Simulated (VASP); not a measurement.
Input of a VASP 6.6.1 run:

Contents of INCAR:

```
SYSTEM = AlN
ALGO = Normal
EDIFF = 1E-6
ENCUT = 600
GGA = PS
GGA_COMPAT = .FALSE.
ISIF = 2
ISMEAR = 0
LASPH = .TRUE.
LCHARG = .FALSE.
LREAL = .FALSE.
LWAVE = .FALSE.
NBANDS = 11
NELM = 120
PREC = Accurate
SIGMA = 0.1
```

The input KPOINTS:

```
k-points
0
G
  8 8 8
  0 0 0
```

The input POSCAR:

```
AlN
1.0
    0.0000000000      1.9892168054      1.9892168054
    1.9892168054      0.0000000000      1.9892168054
    1.9892168054      1.9892168054      0.0000000000
Al N
1 1
Direct
    0.5000000000      0.5000000000      0.5000000000
    0.0000000000      0.0000000000      0.0000000000
```

Potentials or basis: VASP PAW PBE potentials, release 64 (Al, N).

Launch:

```bash
$ cat potpaw_PBE.64/Al/POTCAR potpaw_PBE.64/N/POTCAR > POTCAR
$ mpirun -np 1 vasp_std > vasp.out
```

(1) Estimate the band gap on the k mesh.

(2) Predict the pressure.

Results:

(1) 5.03 eV, indirect (least direct gap 6.38 eV).

(2) 14.3 GPa.

Caveat: the PAW data sets were made with another functional, which shifts forces and pressure a little.
